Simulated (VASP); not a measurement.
# HfN (zincblende type): single point with PBE

HfN (zincblende type):

```
Hf N
1.0
     0.00000    2.38124    2.38124
     2.38124    0.00000    2.38124
     2.38124    2.38124    0.00000
Hf N
1 1
Direct
  0.00000 0.00000 0.00000
  0.25000 0.25000 0.25000
```

```
Program                : VASP 6.6.1
Task                   : single point
Functional             : PBE
Potentials or basis    : VASP PAW PBE potentials, release 64 (Hf_pv, N)
Cutoff                 : 520 eV
k mesh                 : 14 × 14 × 14
Occupations            : fermi-dirac, width 0.08 eV
Spin                   : no spin polarisation
Dipole correction      : no
Further INCAR settings : ALGO = Normal; EDIFF = 1e-06; NBANDS = 14
```

```json
{"Pressure": "21.1 GPa"}
```

Levels at points of the mesh, in eV from the Fermi level:
```csv
k point,band 4,band 5,band 6,band 7,band 8,band 9,band 10,band 11
"(0.00, 0.00, 0.00)",-16.67,-5.93,-5.93,-5.93,-0.55,2.43,2.43,7.14
"(0.50, 0.00, 0.00)",-15.39,-5.93,-5.26,-5.26,1.66,3.00,3.00,4.56
"(0.50, 0.50, 0.00)",-14.95,-7.45,-3.75,-3.75,-1.21,2.42,4.49,5.16
```

Run time: 82 s on 1 thread of AMD EPYC 7R13, with other jobs on the host, peak memory 0.16 GiB.

Caveat: spin-orbit coupling is left out, which moves the levels of the heavy elements.
